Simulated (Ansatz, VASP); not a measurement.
**ScAsS: VASP beside Ansatz**

```
Sc As S
1.0
     3.88190    0.00000    0.00000
     0.00000    3.88190    0.00000
     0.00000    0.00000    4.84445
Sc As S
1 1 1
Cartesian
  1.9410 1.9410 0.0000
  0.0000 0.0000 0.0000
  1.9410 1.9410 2.4222
```

Alike in both runs: functional PBE; k mesh 12 × 12 × 10; occupations gaussian, width 0.1 eV; no spin polarisation.

Ansatz relaxed the structure, and its values are those at the end. VASP's run is a single point on that final structure, the one shown.

|  | VASP | Ansatz |
| --- | --- | --- |
| version | VASP 6.6.1 | Ansatz 0.2.0 |
| potentials or method | VASP PAW PBE potentials, release 64 (Sc_sv, As, S), cutoff 520 eV | scalar-relativistic, plane waves, PAW |
| valence electrons in the cell | 22 | 32 |

|  | VASP | Ansatz | Ansatz less VASP |
| --- | --- | --- | --- |
| gap on the k mesh at the Fermi level (eV) | none | none | - |
| pressure (GPa) | 0.1 | 0.0 | -0.12 |

A gap of «none» marks a metal or a gap that the smearing closes. The functional is the same, so the differences come from potentials, cutoffs and numerics. VASP's potentials hold 22 valence electrons a cell and Ansatz's 32, so a difference there can come from the potentials and not from the codes.
